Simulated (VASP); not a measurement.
# PbF2 (CdI2 type) (P-3m1) in VASP: electric field gradients with PBE

Aim: the electric field gradients of PbF2 (CdI2 type) with PBE.

Program: VASP 6.6.1. These are calculated values, not measurements. Logs are shortened: lines on timing, memory, paths and dates and some standing lists are left out, and cuts for length are marked.

## 1. The cell of the first run

It takes space group P-3m1 (No. 164, trigonal). The conventional cell has a = 3.982 Å, b = 3.982 Å, c = 5.077 Å, α = 90.00°, β = 90.00°, γ = 120.00°. Within 3.3 Å of Pb (site symmetry -3m) lie 6 F at 2.51 Å. Within 3.3 Å of F (site symmetry 3m) lie 3 Pb at 2.51 Å and 3 F at 3.05 Å.

## 2. Electric field gradients, PBE

The input, INCAR:

```
  PREC = Accurate
  ENCUT = 520
  EDIFF = 1E-8
  ISMEAR = -1
  SIGMA = 0.05
  LREAL = False
  LASPH = True
  NELM = 60
  ALGO = Normal
  ISIF = 2
  LWAVE = False
  LCHARG = False
  GGA = PE
  LEFG = True
  NBANDS = 21
```

The input, KPOINTS:

```
regular mesh
0
Gamma
  14 14 8
```

The input, POSCAR:

```
PbF2
1.0
    3.9817852790      0.0000000000      0.0000000000
   -1.9908926395      3.4483272041      0.0000000000
    0.0000000000      0.0000000000      5.0768288542
Pb F
1 2
Direct
    0.0000000000      0.0000000000      0.0000000000
    0.3333333333      0.6666666667      0.1972964231
    0.6666666667      0.3333333333      0.8027035769
```

Potentials or basis: VASP PAW PBE potentials, release 64 (Pb_d, F).

Launch:

```bash
cat potpaw_PBE.64/Pb_d/POTCAR potpaw_PBE.64/F/POTCAR > POTCAR
mpirun -np 1 vasp_std > vasp.out
```

OUTCAR:

```text
PREC = Accurate
   ENCUT = 520
   EDIFF = 1E-8
   ISMEAR = -1
   LREAL = False
   LASPH = True
   NELM = 60
   ISIF = 2
   GGA = PE

 ion  position               nearest neighbor table
   1  0.000  0.000  0.000-   2 2.51   3 2.51   3 2.51   2 2.51   3 2.51   2 2.51
   2  0.333  0.667  0.197-   1 2.51   1 2.51   1 2.51
   3  0.667  0.333  0.803-   1 2.51   1 2.51   1 2.51

  LATTYP: Found a hexagonal cell.
 ALAT       =     3.9817852790
 C/A-ratio  =     1.2750132161

  Lattice vectors:

 A1 = (   3.9817852790,   0.0000000000,   0.0000000000)
 A2 = (  -1.9908926395,   3.4483272041,   0.0000000000)
 A3 = (   0.0000000000,   0.0000000000,   5.0768288542)

Analysis of symmetry for initial positions (statically):
=====================================================================
 Subroutine PRICEL returns:
 Original cell was already a primitive cell.

 Routine SETGRP: Setting up the symmetry group for a
 hexagonal supercell.

 Subroutine GETGRP returns: Found 12 space group operations
 (whereof 12 operations were pure point group operations)
 out of a pool of 24 trial point group operations.

The static configuration has the point symmetry D_3d.

Analysis of symmetry for dynamics (positions and initial velocities):
=====================================================================
 Subroutine PRICEL returns:
 Original cell was already a primitive cell.

 Routine SETGRP: Setting up the symmetry group for a
 hexagonal supercell.

 Subroutine GETGRP returns: Found 12 space group operations
 (whereof 12 operations were pure point group operations)
 out of a pool of 24 trial point group operations.

The dynamic configuration has the point symmetry D_3d.

 Subroutine INISYM returns: Found 12 space group operations
 (whereof 12 operations are pure point group operations),
 and found     1 'primitive' translations

----------------------------------------------------------------------------------------

                                     Primitive cell

  volume of cell :      69.7074

  direct lattice vectors                    reciprocal lattice vectors
     3.981785279  0.000000000  0.000000000     0.251143628  0.144997841  0.000000000
    -1.990892639  3.448327204  0.000000000     0.000000000  0.289995682  0.000000000
     0.000000000  0.000000000  5.076828854     0.000000000  0.000000000  0.196973353

  length of vectors
     3.981785279  3.981785279  5.076828854     0.289995682  0.289995682  0.196973353

  position of ions in fractional coordinates (direct lattice)
     0.000000000  0.000000000  0.000000000
     0.333333333  0.666666667  0.197296423
     0.666666667  0.333333333  0.802703577

  ion indices of the primitive-cell ions
   primitive index   ion index
                 1           1
                 2           2
                 3           3

----------------------------------------------------------------------------------------

 KPOINTS: regular mesh

Automatic generation of k-mesh.
 Grid dimensions read from file:
 generate k-points for:   14   14    8

 Generating k-lattice:

  Cartesian coordinates                     Fractional coordinates (reciprocal lattice)
     0.017938831  0.010356989  0.000000000     0.071428571  0.000000000  0.000000000
     0.000000000  0.020713977  0.000000000     0.000000000  0.071428571  0.000000000
     0.000000000  0.000000000  0.024621669     0.000000000  0.000000000  0.125000000

  Length of vectors
     0.020713977  0.020713977  0.024621669

  Shift w.r.t. Gamma in fractional coordinates (k-lattice)
     0.000000000  0.000000000  0.000000000

 Subroutine IBZKPT returns following result:
 ===========================================

 Found    168 irreducible k-points:

 Following reciprocal coordinates:
            Coordinates               Weight
  0.000000  0.000000  0.000000      1.000000
  0.071429  0.000000  0.000000      6.000000
  0.142857  0.000000  0.000000      6.000000
  0.214286  0.000000  0.000000      6.000000
  0.285714  0.000000  0.000000      6.000000
  0.357143  0.000000  0.000000      6.000000
[... 16 lines left out ...]
  0.285714  0.285714  0.000000      6.000000
  0.357143  0.285714  0.000000      6.000000
 [... further k-points ...]
   k-points           NKPTS =    168   k-points in BZ     NKDIM =    168   number of bands    NBANDS=     21
   number of dos      NEDOS =    301   number of ions     NIONS =      3
   total plane-waves  NPLWV =  36000
   dimension x,y,z NGX =    30 NGY =   30 NGZ =   40
   dimension x,y,z NGXF=    60 NGYF=   60 NGZF=   80
   ions per type =               1   2
   NGX,Y,Z   is equivalent  to a cutoff of  12.53, 12.53, 13.10 a.u.
   NGXF,Y,Z  is equivalent  to a cutoff of  25.05, 25.05, 26.20 a.u.
 SYSTEM =  unknown system
   PREC   = accura    normal or accurate (medium, high low for compatibility)
   ISTART =      0    job   : 0-new  1-cont  2-samecut
   ICHARG =      2    charge: 1-file 2-atom 10-const
   ISPIN  =      1    spin polarized calculation?
   LNONCOLLINEAR =      F non collinear calculations
   LSORBIT =      F    spin-orbit coupling
   LASPH  =      T    aspherical Exc in radial PAW
   ENCUT  =  520.0 eV  38.22 Ry    6.18 a.u.   7.40  7.40  9.44*2*pi/ulx,y,z
   NELM   =     60;   NELMIN=  2; NELMDL= -5     # of ELM steps
   EDIFF  = 0.1E-07   stopping-criterion for ELM
   LREAL  =      F    real-space projection
   EDIFFG = 0.1E-06   stopping-criterion for IOM
   NSW    =      0    number of steps for IOM
   IBRION =     -1    ionic relax: 0-MD 1-quasi-New 2-CG
   NFREE  =      0    steps in history (QN), initial steepest desc. (CG)
   ISIF   =      2    stress and relaxation
   ISYM   =      2    0-nonsym 1-usesym 2-fastsym
   POTIM  = 0.5000    time-step for ionic-motion
   TEBEG  =    0.0;   TEEND  =   0.0 temperature during run
   PSTRESS=    0.0 pullay stress
   NELECT =      28.0000    total number of electrons
   NUPDOWN=      -1.0000    fix difference up-down
   EMIN   =  10.00;   EMAX   =-10.00  energy-range for DOS
   EFERMI =   0.00;   METHOD = LEGACY
   ISMEAR =    -1;   SIGMA  =   0.05  broadening in eV -4-tet -1-fermi 0-gaus
   EFERMI_NEDOS =   21; number of points for ismear=-14 and -15
   IALGO  =     38    algorithm
   IMIX   =      4    mixing-type and parameters
     AMIX     =   0.40;   BMIX     =  1.00
     AMIX_MAG =   1.60;   BMIX_MAG =  1.00
  volume/ion in A,a.u.               =      23.24       156.80
  Fermi-wavevector in a.u.,A,eV,Ry     =   1.207910  2.282619 19.851533  1.459046
  Thomas-Fermi vector in A             =   2.343534
   LORBIT       =      0    0 simple, 1 ext, 2 COOP (PROOUT), +10 PAW based schemes
   GGA     = PE    functional components
[... 5 lines left out ...]
 non-spin polarized calculation
  energy-cutoff  :      520.00
  volume of cell :       69.71
 maximum number of plane-waves:      1902
 NGX is ok and might be reduce to    30
   NGX = 15   NGY = 15   NGZ = 19

 number of electron      28.0000010 magnetization

 Free energy of the ion-electron system (eV)
  ---------------------------------------------------
  ext. energy  EPLUGINS =         0.00000000
  ---------------------------------------------------
  free energy    TOTEN  =       -13.94001071 eV

  energy without entropy =      -13.94001071  energy(sigma->0) =      -13.94001071

 E-fermi :   0.9593     XC(G=0):  -7.8331

 val. band max:       -0.2155213421   @ k =   0.3571   0.2857   0.5000
 cond. band min:       2.8322735105   @ k =   0.0000   0.0000   0.5000
 fundamental gap:      3.0477948526
 Fermi energy:         0.9593147113

 k-point     1 :       0.0000    0.0000    0.0000
  band No.  band energies     occupation
      1     -21.0804      2.00000
      2     -20.7332      2.00000
      3     -15.0993      2.00000
      4     -15.0452      2.00000
      5     -15.0452      2.00000
      6     -15.0043      2.00000
[... 13 lines left out ...]
     20      14.0725      0.00000
     21      14.7044      0.00000
[... 529 lines left out ...]
 k-point    24 :       0.3571    0.2857    0.0000
  band No.  band energies     occupation
      1     -20.8878      2.00000
      2     -20.8827      2.00000
      3     -15.0788      2.00000
      4     -15.0374      2.00000
      5     -15.0366      2.00000
      6     -14.8681      2.00000
[... 13 lines left out ...]
     20      11.1318      0.00000
     21      13.4195      0.00000

 [... further k-points ...]

------------------------ aborting loop because EDIFF is reached ----------------------------------------

  FORCE on cell =-STRESS in cart. coord.  units (eV):
  Direction    XX          YY          ZZ          XY          YZ          ZX
  --------------------------------------------------------------------------------------
  -------------------------------------------------------------------------------------
  Total       -0.0585427     -0.0585427     -0.0688322      0.0000000     -0.0000000     -0.0000000
  in kB       -1.3455641     -1.3455641     -1.5820607      0.0000000     -0.0000000     -0.0000000
  external PRESSURE =      -1.4243963 kB  Pullay stress =       0.0000000 kB

 VOLUME and BASIS-vectors are now :
 -----------------------------------------------------------------------------
  energy-cutoff  :      520.00
  volume of cell :       69.71
      direct lattice vectors                 reciprocal lattice vectors
     3.981785279  0.000000000  0.000000000     0.251143628  0.144997841  0.000000000
    -1.990892639  3.448327204  0.000000000     0.000000000  0.289995682  0.000000000
     0.000000000  0.000000000  5.076828854     0.000000000  0.000000000  0.196973353

 POSITION                                       TOTAL-FORCE (eV/Angst)
 -----------------------------------------------------------------------------------
      0.00000      0.00000      0.00000        -0.000000      0.000000      0.000000
     -0.00000      2.29888      1.00164        -0.000000      0.000000      0.005420
      1.99089      1.14944      4.07519         0.000000      0.000000     -0.005420
 -----------------------------------------------------------------------------------
    total drift:                                0.000000      0.000000     -0.000000

  FREE ENERGIE OF THE ION-ELECTRON SYSTEM (eV)
  ---------------------------------------------------
  free  energy   TOTEN  =       -13.9400107053 eV

  energy  without entropy=      -13.9400107053  energy(sigma->0) =      -13.94001071

 Electric field gradients (V/A^2)
---------------------------------------------------------------------
 ion       V_xx      V_yy      V_zz      V_xy      V_xz      V_yz
---------------------------------------------------------------------
   1    -103.860  -103.859   207.719     0.001     0.000    -0.000
   2      13.986    13.981   -27.967    -0.005     0.000    -0.000
   3      13.986    13.981   -27.967    -0.005     0.000    -0.000
---------------------------------------------------------------------

 Electric field gradients after diagonalization (V/A^2)
 (convention: |V_zz| > |V_xx| > |V_yy|)
----------------------------------------------------------------------
 ion       V_xx      V_yy      V_zz     asymmetry (V_yy - V_xx)/ V_zz
----------------------------------------------------------------------
   1    -103.861  -103.858   207.719       0.000
   2      13.989    13.978   -27.967       0.000
   3      13.989    13.978   -27.967       0.000
----------------------------------------------------------------------

           NMR quadrupolar parameters

 Cq : quadrupolar parameter    Cq=e*Q*V_zz/h
 eta: asymmetry parameters     (V_yy - V_xx)/ V_zz
 Q  : nuclear electric quadrupole moment in mb (millibarn)
----------------------------------------------------------------------
 ion       Cq(MHz)       eta       Q (mb)
----------------------------------------------------------------------
   1       0.502       0.000       1.000
   2      -0.068       0.000       1.000
   3      -0.068       0.000       1.000
----------------------------------------------------------------------
```

Wall time 90 s (1 thread of Intel Xeon 6975P-C (Granite Rapids), shared host); peak memory 0.34 GiB.

Results:

```yaml
Free_energy: -13.9400 eV
Pressure: -0.1 GPa
Largest_force: 0.005 eV/Å
Band_gap_on_the_k_mesh: 3.05 eV (least direct gap 4.19 eV)
Largest_electric_field_gradient_by_atom: Pb +207.7; F -28.0 V/Å²
```

Forces on the atoms (eV/Å):
```
Pb   0.000  0.000  0.000
F    0.000  0.000  0.005
F    0.000  0.000 -0.005
```

Electric field gradients, principal values (V/Å²):
```csv
atom,least,middle,greatest (by size)
1 Pb,-103.858,-103.861,207.719
2 F,13.978,13.989,-27.967
3 F,13.978,13.989,-27.967
```

Caveat: without QUAD_EFG the Cq values of the log hold for a quadrupole moment of 1 mb, not for the nuclei; spin-orbit coupling is left out, which moves the levels of the heavy elements. A k mesh can miss the band edges.
